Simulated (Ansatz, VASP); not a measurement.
**Two plane-wave programs on GaN**

```
Ga N
1.0
     3.15181    0.00000    0.00000
    -1.57590    2.72955    0.00000
     0.00000    0.00000    5.13841
Ga N
2 2
Cartesian
  0.0000 1.8197 -0.0036
  1.5759 0.9098 2.5656
  0.0000 1.8197 1.9305
  1.5759 0.9098 4.4997
```

Alike in both runs: functional LDA; k mesh 12 × 12 × 6; occupations gaussian, width 0.02 eV; no spin polarisation.

Ansatz relaxed the structure, and its values are those at the end. VASP's run is a single point on that final structure, the one shown.

|  | VASP | Ansatz |
| --- | --- | --- |
| version | VASP 6.6.1 | Ansatz 0.2.0 |
| potentials or method | VASP PAW LDA potentials, release 64 (Ga_d, N), cutoff 520 eV | scalar-relativistic, plane waves, PAW |
| valence electrons in the cell | 36 | 36 |

VASP gave:

| Item | Value |
| --- | --- |
| gap on the k mesh at the Fermi level (eV) | 2.15 |
| least direct gap on the mesh (eV) | 2.15 |
| pressure (GPa) | 1.1 |

Q: What did Ansatz give for the same quantities?

A: gap on the k mesh at the Fermi level (eV): 2.13; least direct gap on the mesh (eV): 2.13; pressure (GPa): 0.0.

LDA's correlation is that of Perdew and Zunger in VASP and of Perdew and Wang (1992) in Ansatz.
